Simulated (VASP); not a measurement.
## Ga2O3: single point with BLYP+D3(BJ)

The system is Ga2O3.

```
CELL_PARAMETERS angstrom
6.18751 -1.53760 0.00914
6.18751 1.53760 0.00914
-1.39584 0.00000 5.69376
ATOMIC_POSITIONS crystal
Ga 0.34108 0.34108 0.68759
Ga 0.65892 0.65892 0.31241
Ga 0.90964 0.90964 0.20577
Ga 0.09036 0.09036 0.79423
O 0.50367 0.50367 0.74426
O 0.49633 0.49633 0.25574
O 0.82677 0.82677 0.43695
O 0.17323 0.17323 0.56305
O 0.83462 0.83462 0.89216
O 0.16538 0.16538 0.10784
```

```json
{
  "Program": "VASP 6.6.1",
  "Task": "single point",
  "Functional": "BLYP",
  "Dispersion": "D3(BJ)",
  "Potentials or basis": "VASP PAW PBE potentials, release 64 (Ga_d, O)",
  "Cutoff": "520 eV",
  "k mesh": "9 × 9 × 5",
  "Occupations": "fermi-dirac, width 0.05 eV",
  "Spin": "no spin polarisation",
  "Dipole correction": "no",
  "Further INCAR settings": "ALGO = Normal; EDIFF = 1e-07; NBANDS = 55"
}
```

* Pressure: 2.1 GPa
* Largest force: 0.097 eV/Å
* Band gap on the k mesh: 2.18 eV, indirect (least direct gap 2.20 eV)
* Dispersion energy per atom: -0.420 eV

Forces in eV/Å, atoms in the order of the input:
```
Ga   0.001  0.000 -0.058
Ga  -0.001  0.000  0.058
Ga  -0.034  0.000  0.006
Ga   0.034  0.000 -0.006
O   -0.090  0.000 -0.035
O    0.090  0.000  0.035
O   -0.042  0.000  0.081
O    0.042  0.000 -0.081
O   -0.073  0.000 -0.044
O    0.073  0.000  0.044
```

Stress tensor (GPa, compression positive):
```
1.94 0.00 0.05
0.00 2.31 0.00
0.05 0.00 2.03
```

Levels at points of the mesh, in eV from the valence-band top:
```
           k point  band 42  band 43  band 44  band 45  band 46  band 47
(0.00, 0.00, 0.00)    -0.47    -0.26    -0.02     2.18     5.46     6.37
```

Wall time 13 min on 1 thread of Intel(R) Xeon(R) 6975P-C (Granite Rapids) (shared host), peak memory 0.64 GiB.

Caveat: the PAW data sets were made with another functional, which shifts forces and pressure a little. A k mesh can miss the band edges.
